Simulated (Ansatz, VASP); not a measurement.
**AlNi in VASP and in Ansatz**

Contents of INCAR:

```
SYSTEM = AlNi
PREC     = Accurate       ! precision mode
ENCUT    = 520            ! plane-wave cutoff, eV
EDIFF    = 1E-6           ! SCF threshold, eV
ISMEAR   = 0              ! smearing method
SIGMA    = 0.15           ! smearing width, eV
LREAL    = .False.        ! projectors in reciprocal space
LASPH    = .True.         ! aspherical terms in the spheres
NELM     = 80             ! most SCF steps
ALGO     = Normal         ! electronic algorithm
ISIF     = 2              ! what is computed and relaxed
LWAVE    = .False.        ! write WAVECAR
LCHARG   = .False.        ! write CHGCAR
GGA      = PE             ! functional
NBANDS   = 14             ! bands
```

KPOINTS

```
regular mesh
0
Gamma
  16 16 16
  0 0 0
```

Contents of POSCAR:

```
AlNi
1.0
    2.9167333879      0.0000000000      0.0000000000
    0.0000000000      2.9167333879      0.0000000000
    0.0000000000      0.0000000000      2.9167333879
Al Ni
1 1
Direct
    0.0000000000      0.0000000000     -0.0069138990
    0.5000000000      0.5000000000      0.5031783409
```

Input for Ansatz:

```yaml
crystal:
  lattice:
    - [2.9167333879, 0.0, 0.0]
    - [0.0, 2.9167333879, 0.0]
    - [0.0, 0.0, 2.9167333879]
  atoms:
    - { symbol: Al, position: [0.0, 0.0, -0.006913899] }
    - { symbol: Ni, position: [0.5, 0.5, 0.5031783409] }
basis:
  ecutwfc: 520.0
kpoints:
  mp_grid: { grid: [16, 16, 16] }
hamiltonian:
  xc: pbe
  pseudopotentials: { kind: paw, azcp: { folder: soft_1 } }
scf:
  occupations: { method: gaussian, width: 0.15 }
output:
  forces: true
  stress: true
  eigenvalues: true
```

Change from the starting cell: mode 6 frozen in at -0.020 Å, equal normal strain along x, y and z +0.0083.

Alike in both runs: task single point; functional PBE; k mesh 16 × 16 × 16; occupations gaussian, width 0.15 eV; no spin polarisation.

|  | VASP | Ansatz |
| --- | --- | --- |
| version | VASP 6.6.1 | Ansatz 0.2.0 |
| potentials or method | VASP PAW PBE potentials, release 64 (Al, Ni), cutoff 520 eV | scalar-relativistic, plane waves, PAW |
| valence electrons in the cell | 13 | 21 |

|  | VASP | Ansatz | Ansatz less VASP |
| --- | --- | --- | --- |
| gap on the k mesh at the Fermi level (eV) | none | none | - |
| pressure (GPa) | -3.6 | -3.7 | -0.07 |
| rms of the force components (eV/Å) | 0.087 | 0.087 | -0.0005 |

Atom by atom the forces differ by 0.001 eV/Å (rms over components). A gap of «none» marks a metal or a gap that the smearing closes. VASP's potentials hold 13 valence electrons a cell and Ansatz's 21, so a difference there can come from the potentials and not from the codes.
